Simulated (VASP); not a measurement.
# Sc3W (Pm-3n) in VASP: further runs

Runs on Sc3W. Level: PBE. Tasks: single point, relaxation of cell and atoms.

Everything below comes from runs of VASP 6.6.1. Logs are shortened: lines on timing, memory, paths and dates and some standing lists are left out, and cuts for length are marked.

### Step 1. The cell of the first run

The structure is cubic, space group Pm-3n (No. 223). The conventional cell has a = 5.521 Å, b = 5.521 Å, c = 5.521 Å, α = 90.00°, β = 90.00°, γ = 90.00°. Within 3.6 Å of Sc (site symmetry -4m2) lie 10 Sc at 2.76 to 3.38 Å and 4 W at 3.09 Å. Within 4.1 Å of W (site symmetry m-3) lie 12 Sc at 3.09 Å.

### Step 2. Single point, PBE

The input, INCAR:

```
SYSTEM = Sc3W
PREC = Accurate
ENCUT = 500
EDIFF = 1E-6
ISMEAR = 0
SIGMA = 0.1
LREAL = .False.
LASPH = .True.
NELM = 120
ALGO = Normal
ISIF = 2
LWAVE = .False.
LCHARG = .False.
GGA = PE
NBANDS = 57
GGA_COMPAT = .False.
```

The input, KPOINTS:

```
regular mesh
0
Gamma
  4 4 4
  0 0 0
```

The input, POSCAR:

```
Sc3W
1.0
    5.5210552844      0.0000000000      0.0000000000
    0.0000000000      5.5210552844      0.0000000000
    0.0000000000      0.0000000000      5.5210552844
Sc W
6 2
Direct
    0.0000000000      0.5000000000      0.2500000000
    0.0000000000      0.5000000000      0.7500000000
    0.2500000000      0.0000000000      0.5000000000
    0.7500000000      0.0000000000      0.5000000000
    0.5000000000      0.7500000000      0.0000000000
    0.5000000000      0.2500000000      0.0000000000
    0.0000000000      0.0000000000      0.0000000000
    0.5000000000      0.5000000000      0.5000000000
```

Potentials or basis: VASP PAW PBE potentials, release 64 (Sc_sv, W_sv).

The run is started by

```console
cat potpaw_PBE.64/Sc_sv/POTCAR potpaw_PBE.64/W_sv/POTCAR > POTCAR
mpirun -np 1 vasp_std > vasp.out
```

OUTCAR:

```text
SYSTEM = Sc3W
   PREC = Accurate
   ENCUT = 500
   EDIFF = 1E-6
   ISMEAR = 0
   LREAL = .False.
   LASPH = .True.
   NELM = 120
   ISIF = 2
   GGA = PE

 ion  position               nearest neighbor table
   1  0.000  0.500  0.250-   2 2.76   2 2.76   8 3.09   7 3.09   7 3.09   8 3.09   4 3.38   5 3.38
                             3 3.38   4 3.38   6 3.38   5 3.38   6 3.38   3 3.38
   2  0.000  0.500  0.750-   1 2.76   1 2.76   8 3.09   7 3.09   7 3.09   8 3.09   4 3.38   5 3.38
                             3 3.38   4 3.38   6 3.38   5 3.38   6 3.38   3 3.38
   3  0.250  0.000  0.500-   4 2.76   4 2.76   8 3.09   7 3.09   8 3.09   7 3.09   1 3.38   5 3.38
                             6 3.38   5 3.38   1 3.38   2 3.38   6 3.38   2 3.38
   4  0.750  0.000  0.500-   3 2.76   3 2.76   8 3.09   7 3.09   8 3.09   7 3.09   1 3.38   5 3.38
                             6 3.38   5 3.38   1 3.38   2 3.38   6 3.38   2 3.38
   5  0.500  0.750  0.000-   6 2.76   6 2.76   8 3.09   8 3.09   7 3.09   7 3.09   3 3.38   3 3.38
                             4 3.38   4 3.38   1 3.38   1 3.38   2 3.38   2 3.38
   6  0.500  0.250  0.000-   5 2.76   5 2.76   8 3.09   8 3.09   7 3.09   7 3.09   3 3.38   3 3.38
                             4 3.38   4 3.38   1 3.38   1 3.38   2 3.38   2 3.38
   7  0.000  0.000  0.000-   1 3.09   2 3.09   3 3.09   4 3.09   5 3.09   6 3.09   3 3.09   4 3.09
                             1 3.09   2 3.09   5 3.09   6 3.09
   8  0.500  0.500  0.500-   1 3.09   2 3.09   3 3.09   4 3.09   5 3.09   6 3.09   5 3.09   6 3.09
                             3 3.09   4 3.09   1 3.09   2 3.09

  LATTYP: Found a simple cubic cell.
 ALAT       =     5.5210552844

  Lattice vectors:

 A1 = (   5.5210552844,   0.0000000000,   0.0000000000)
 A2 = (   0.0000000000,   5.5210552844,   0.0000000000)
 A3 = (   0.0000000000,   0.0000000000,   5.5210552844)

Analysis of symmetry for initial positions (statically):
=====================================================================
 Subroutine PRICEL returns:
 Original cell was already a primitive cell.

 Routine SETGRP: Setting up the symmetry group for a
 simple cubic supercell.

 Subroutine GETGRP returns: Found 48 space group operations
 (whereof 24 operations were pure point group operations)
 out of a pool of 48 trial point group operations.

The static configuration has the point symmetry T_h .
 The point group associated with its full space group is O_h .

Analysis of symmetry for dynamics (positions and initial velocities):
=====================================================================
 Subroutine PRICEL returns:
 Original cell was already a primitive cell.

 Routine SETGRP: Setting up the symmetry group for a
 simple cubic supercell.

 Subroutine GETGRP returns: Found 48 space group operations
 (whereof 24 operations were pure point group operations)
 out of a pool of 48 trial point group operations.

The dynamic configuration has the point symmetry T_h .
 The point group associated with its full space group is O_h .

 Subroutine INISYM returns: Found 48 space group operations
 (whereof 24 operations are pure point group operations),
 and found     1 'primitive' translations

----------------------------------------------------------------------------------------

                                     Primitive cell

  volume of cell :     168.2931

  direct lattice vectors                    reciprocal lattice vectors
     5.521055284  0.000000000  0.000000000     0.181124794  0.000000000  0.000000000
     0.000000000  5.521055284  0.000000000     0.000000000  0.181124794  0.000000000
     0.000000000  0.000000000  5.521055284     0.000000000  0.000000000  0.181124794

  length of vectors
     5.521055284  5.521055284  5.521055284     0.181124794  0.181124794  0.181124794

  position of ions in fractional coordinates (direct lattice)
     0.000000000  0.500000000  0.250000000
     0.000000000  0.500000000  0.750000000
     0.250000000  0.000000000  0.500000000
     0.750000000  0.000000000  0.500000000
     0.500000000  0.750000000  0.000000000
     0.500000000  0.250000000  0.000000000
     0.000000000  0.000000000  0.000000000
     0.500000000  0.500000000  0.500000000

  ion indices of the primitive-cell ions
   primitive index   ion index
                 1           1
                 2           2
                 3           3
                 4           4
                 5           5
                 6           6
                 7           7
                 8           8

----------------------------------------------------------------------------------------

 KPOINTS: regular mesh

Automatic generation of k-mesh.
 Grid dimensions read from file:
 generate k-points for:    4    4    4

 Generating k-lattice:

  Cartesian coordinates                     Fractional coordinates (reciprocal lattice)
     0.045281198  0.000000000  0.000000000     0.250000000  0.000000000  0.000000000
     0.000000000  0.045281198  0.000000000     0.000000000  0.250000000  0.000000000
     0.000000000  0.000000000  0.045281198     0.000000000  0.000000000  0.250000000

  Length of vectors
     0.045281198  0.045281198  0.045281198

  Shift w.r.t. Gamma in fractional coordinates (k-lattice)
     0.000000000  0.000000000  0.000000000

 Subroutine IBZKPT returns following result:
 ===========================================

 Found     10 irreducible k-points:

 Following reciprocal coordinates:
            Coordinates               Weight
  0.000000  0.000000  0.000000      1.000000
  0.250000  0.000000  0.000000      6.000000
  0.500000  0.000000  0.000000      3.000000
  0.250000  0.250000  0.000000     12.000000
  0.500000  0.250000  0.000000     12.000000
  0.500000  0.500000  0.000000      3.000000
  0.250000  0.250000  0.250000      8.000000
  0.500000  0.250000  0.250000     12.000000
  0.500000  0.500000  0.250000      6.000000
  0.500000  0.500000  0.500000      1.000000
   k-points           NKPTS =     10   k-points in BZ     NKDIM =     10   number of bands    NBANDS=     57
   number of dos      NEDOS =    301   number of ions     NIONS =      8
   total plane-waves  NPLWV =  64000
   dimension x,y,z NGX =    40 NGY =   40 NGZ =   40
   dimension x,y,z NGXF=    80 NGYF=   80 NGZF=   80
   ions per type =               6   2
   NGX,Y,Z   is equivalent  to a cutoff of  12.04, 12.04, 12.04 a.u.
   NGXF,Y,Z  is equivalent  to a cutoff of  24.09, 24.09, 24.09 a.u.
 SYSTEM =  Sc3W
   PREC   = accura    normal or accurate (medium, high low for compatibility)
   ISTART =      0    job   : 0-new  1-cont  2-samecut
   ICHARG =      2    charge: 1-file 2-atom 10-const
   ISPIN  =      1    spin polarized calculation?
   LNONCOLLINEAR =      F non collinear calculations
   LSORBIT =      F    spin-orbit coupling
   LASPH  =      T    aspherical Exc in radial PAW
   ENCUT  =  500.0 eV  36.75 Ry    6.06 a.u.  10.07 10.07 10.07*2*pi/ulx,y,z
   NELM   =    120;   NELMIN=  2; NELMDL= -5     # of ELM steps
   EDIFF  = 0.1E-05   stopping-criterion for ELM
   LREAL  =      F    real-space projection
   EDIFFG = 0.1E-04   stopping-criterion for IOM
   NSW    =      0    number of steps for IOM
   IBRION =     -1    ionic relax: 0-MD 1-quasi-New 2-CG
   NFREE  =      0    steps in history (QN), initial steepest desc. (CG)
   ISIF   =      2    stress and relaxation
   ISYM   =      2    0-nonsym 1-usesym 2-fastsym
   POTIM  = 0.5000    time-step for ionic-motion
   TEBEG  =    0.0;   TEEND  =   0.0 temperature during run
   PSTRESS=    0.0 pullay stress
   NELECT =      94.0000    total number of electrons
   NUPDOWN=      -1.0000    fix difference up-down
   EMIN   =  10.00;   EMAX   =-10.00  energy-range for DOS
   EFERMI =   0.00;   METHOD = LEGACY
   ISMEAR =     0;   SIGMA  =   0.10  broadening in eV -4-tet -1-fermi 0-gaus
   EFERMI_NEDOS =   21; number of points for ismear=-14 and -15
   IALGO  =     38    algorithm
   IMIX   =      4    mixing-type and parameters
     AMIX     =   0.40;   BMIX     =  1.00
     AMIX_MAG =   1.60;   BMIX_MAG =  1.00
  volume/ion in A,a.u.               =      21.04       141.96
  Fermi-wavevector in a.u.,A,eV,Ry     =   1.348224  2.547774 24.731414  1.817708
  Thomas-Fermi vector in A             =   2.475910
   LORBIT       =      0    0 simple, 1 ext, 2 COOP (PROOUT), +10 PAW based schemes
   GGA     = PE    functional components
   LHFCALC =     F    Hartree Fock is set to
   AEXX    =    0.0000 exact exchange contribution
   IVDW    =     0    specifies the selected vdW correction
   LEPSILON=     F    determine dielectric tensor
   LRPA    =     F    only Hartree local field effects (RPA)
 non-spin polarized calculation
 Gauss-broadening in eV      SIGMA  =   0.10
  energy-cutoff  :      500.00
  volume of cell :      168.29
 maximum number of plane-waves:      4337
   NGX = 21   NGY = 21   NGZ = 21

 number of electron      93.9999996 magnetization

 Free energy of the ion-electron system (eV)
  ---------------------------------------------------
  ext. energy  EPLUGINS =         0.00000000
  ---------------------------------------------------
  free energy    TOTEN  =       -60.12323088 eV

  energy without entropy =      -60.04499877  energy(sigma->0) =      -60.08411482

 E-fermi :   5.3312     XC(G=0): -10.8990

 val. band max:        5.2960229784   @ k =   0.2500   0.2500   0.0000
 cond. band min:       5.3387851021   @ k =   0.2500   0.2500   0.0000
 fundamental gap:      0.0427621237
 Fermi energy:         5.3311600995

 k-point     1 :       0.0000    0.0000    0.0000
  band No.  band energies     occupation
      1     -67.9776      2.00000
      2     -67.9775      2.00000
      3     -43.8563      2.00000
      4     -43.8168      2.00000
      5     -43.8168      2.00000
      6     -43.6950      2.00000
[... 49 lines left out ...]
     56       6.3901      0.00000
     57       6.3901      0.00000

 k-point     2 :       0.2500    0.0000    0.0000
  band No.  band energies     occupation
      1     -67.9775      2.00000
      2     -67.9775      2.00000
      3     -43.8474      2.00000
      4     -43.8213      2.00000
      5     -43.8024      2.00000
      6     -43.7145      2.00000
[... 474 lines left out ...]
      1     -67.9776      2.00000
      2     -67.9776      2.00000
      3     -43.7632      2.00000
      4     -43.7632      2.00000
      5     -43.7632      2.00000
      6     -43.7632      2.00000
[... 49 lines left out ...]
     56       6.0497      0.00000
     57       8.0159      0.00000

------------------------ aborting loop because EDIFF is reached ----------------------------------------

  FORCE on cell =-STRESS in cart. coord.  units (eV):
  Direction    XX          YY          ZZ          XY          YZ          ZX
  --------------------------------------------------------------------------------------
  -------------------------------------------------------------------------------------
  Total        0.1399949      0.1399949      0.1399949      0.0000000      0.0000000      0.0000000
  in kB        1.3327744      1.3327744      1.3327744      0.0000000      0.0000000      0.0000000
  external PRESSURE =       1.3327744 kB  Pullay stress =       0.0000000 kB

 VOLUME and BASIS-vectors are now :
 -----------------------------------------------------------------------------
  energy-cutoff  :      500.00
  volume of cell :      168.29
      direct lattice vectors                 reciprocal lattice vectors
     5.521055284  0.000000000  0.000000000     0.181124794  0.000000000  0.000000000
     0.000000000  5.521055284  0.000000000     0.000000000  0.181124794  0.000000000
     0.000000000  0.000000000  5.521055284     0.000000000  0.000000000  0.181124794

 POSITION                                       TOTAL-FORCE (eV/Angst)
 -----------------------------------------------------------------------------------
      0.00000      2.76053      1.38026         0.000000     -0.000000      0.000000
      0.00000      2.76053      4.14079         0.000000      0.000000     -0.000000
      1.38026      0.00000      2.76053        -0.000000      0.000000      0.000000
      4.14079      0.00000      2.76053         0.000000     -0.000000     -0.000000
      2.76053      4.14079      0.00000        -0.000000     -0.000000      0.000000
      2.76053      1.38026      0.00000        -0.000000      0.000000     -0.000000
      0.00000      0.00000      0.00000        -0.000000     -0.000000      0.000000
      2.76053      2.76053      2.76053        -0.000000     -0.000000      0.000000
 -----------------------------------------------------------------------------------
    total drift:                               -0.000000     -0.000000      0.000000

  FREE ENERGIE OF THE ION-ELECTRON SYSTEM (eV)
  ---------------------------------------------------
  free  energy   TOTEN  =       -60.1232308771 eV

  energy  without entropy=      -60.0449987679  energy(sigma->0) =      -60.08411482
```

Run time: 3.1 min. Hardware: 1 thread of Intel Xeon 8259CL, shared host; peak memory 0.27 GiB.

What came out:

```yaml
Free_energy: -60.1232 eV
Pressure: 0.1 GPa
Band_gap_on_the_k_mesh: zero (bands 47 and 48 overlap by 0.41 eV)
```

Caveat: spin-orbit coupling is left out, which moves the levels of the heavy elements.

(Continued in part 2 of 3.)
